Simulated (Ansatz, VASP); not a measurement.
# Two plane-wave programs on NaCl

```
Na Cl
1.0
     3.28761    0.00000    0.00000
     0.00000    3.28761    0.00000
     0.00000    0.00000    3.47443
Na Cl
1 1
Cartesian
  0.0000 0.0000 0.0000
  1.6438 1.6438 1.7372
```

Change from the starting cell: epitaxial_xy strain -5.0%.

Alike in both runs: task single point; functional r2SCAN; k mesh 8 × 8 × 8; no spin polarisation.

|  | VASP | Ansatz |
| --- | --- | --- |
| version | VASP 6.6.1 | Ansatz 0.2.0 |
| potentials or method | VASP PAW PBE potentials, release 64 (Na_pv, Cl) | plane waves, PAW |
| plane-wave cutoff (eV) | 520 | 500 |
| occupations | gaussian, width 0.01 eV | fixed |
| valence electrons in the cell | 14 | 16 |

Ansatz gave:

```
gap on the k mesh at the Fermi level (eV)                     : 5.10
pressure (GPa)                                                : 3.8
traceless stress, the component that is largest in VASP (GPa) : -3.77
```

Q: Estimate VASP's values.

A: gap on the k mesh at the Fermi level (eV): 5.14; pressure (GPa): 3.3; traceless stress, the component that is largest in VASP (GPa): -3.77.

VASP's potentials were made for PBE, not for r2SCAN. VASP's potentials hold 14 valence electrons a cell and Ansatz's 16, so a difference there can come from the potentials and not from the codes.
